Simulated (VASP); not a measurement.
Runs of VASP 6.6.1 on KRe. The structure is that of space group P6/mmm (No. 191), or close to it. The cells are those of the table. 

| task | cell | k mesh | cutoff (eV) | gap on the mesh (eV) | pressure (GPa) |
| --- | --- | --- | --- | --- | --- |
| single point | a = 5.495, b = 5.495, c = 5.816 Å, angles 90.0, 90.0, 120.0°, 6 atoms | 6 × 6 × 4 | 520 | none | (a) |
| single point | a = 5.592, b = 5.592, c = 5.822 Å, angles 90.0, 90.0, 120.0°, 6 atoms | 3 × 3 × 4 | 520 | none | 0.1 |
| relaxation of cell and atoms | relaxed from a = 5.934, b = 5.934, c = 4.788 Å, angles 90.0, 90.0, 120.0°, 6 atoms | 3 × 3 × 4 | 600 | none | 0.0 |
| single point | a = 5.934, b = 5.934, c = 4.788 Å, angles 90.0, 90.0, 120.0°, 6 atoms | 6 × 6 × 4 | 520 | none | 5.1 |

Alike in all rows: level PBE; potentials or basis VASP PAW PBE potentials, release 64 (K_sv, Re); no spin polarisation; smearing gaussian 0.1 eV.

Task: Fill in the values left out.

Result: (a) 0.4.

Caveats: some runs use coarse meshes; spin-orbit coupling is left out, which moves the levels of the heavy elements; a cell axis changed by over 15 % at a fixed basis, so the end point is rough (at least some runs); the stress differs along the axes, from -0 to 16 GPa (at least some runs).

A k mesh can miss the band edges, and the runs leave out spin-orbit coupling on Re.

A gap of «none» marks levels without a gap at the run's occupations.
